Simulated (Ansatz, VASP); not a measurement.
# Rh in VASP and in Ansatz

INCAR

```
PREC = Accurate
ENCUT = 520
EDIFF = 1E-6
ISMEAR = 0
SIGMA = 0.15
LREAL = False
LASPH = True
NELM = 100
ALGO = Fast
ISIF = 2
LWAVE = False
LCHARG = True
GGA = PE
LELF = True
LVHAR = True
NBANDS = 22
```

File KPOINTS:

```
regular mesh
0
Gamma
  18 18 10
```

POSCAR

```
Rh
1.0
    2.8339000000      0.0000000000      0.0000000000
   -1.4169500000      2.4542293918      0.0000000000
    0.0000000000      0.0000000000      4.4553000000
Rh
2
Direct
    0.6666666667      0.3333333333      0.7500000000
    0.3333333333      0.6666666667      0.2500000000
```

Input for Ansatz:

```yaml
crystal:
  lattice:
    - [2.8339, 0.0, 0.0]
    - [-1.41695, 2.4542293918, 0.0]
    - [0.0, 0.0, 4.4553]
  atoms:
    - { symbol: Rh, position: [0.6666666667, 0.3333333333, 0.75] }
    - { symbol: Rh, position: [0.3333333333, 0.6666666667, 0.25] }
basis:
  ecutwfc: 420
kpoints:
  mp_grid: { grid: [18, 18, 10] }
hamiltonian:
  xc: pbe
  pseudopotentials: { kind: paw, azcp: { folder: soft_1 } }
scf:
  occupations: { method: gaussian, width: 0.15 }
output:
  forces: true
  stress: true
  eigenvalues: true
```

Alike in both runs: task single point; functional PBE; k mesh 18 × 18 × 10; occupations gaussian, width 0.15 eV; no spin polarisation.

```csv
,VASP,Ansatz
version,VASP 6.6.1,Ansatz 0.2.0
potentials or method,"VASP PAW PBE potentials, release 64 (Rh_pv), cutoff 520 eV","scalar-relativistic, plane waves, PAW"
valence electrons in the cell,30,34
```

```tsv
	VASP	Ansatz	Ansatz less VASP
gap on the k mesh at the Fermi level (eV)	none	none	-
pressure (GPa)	-18.4	-18.4	-0.08
traceless stress, the component that is largest in VASP (GPa)	2.27	2.26	-0.007
```

A gap of «none» marks a metal or a gap that the smearing closes. VASP's potentials hold 30 valence electrons a cell and Ansatz's 34, so a difference there can come from the potentials and not from the codes.
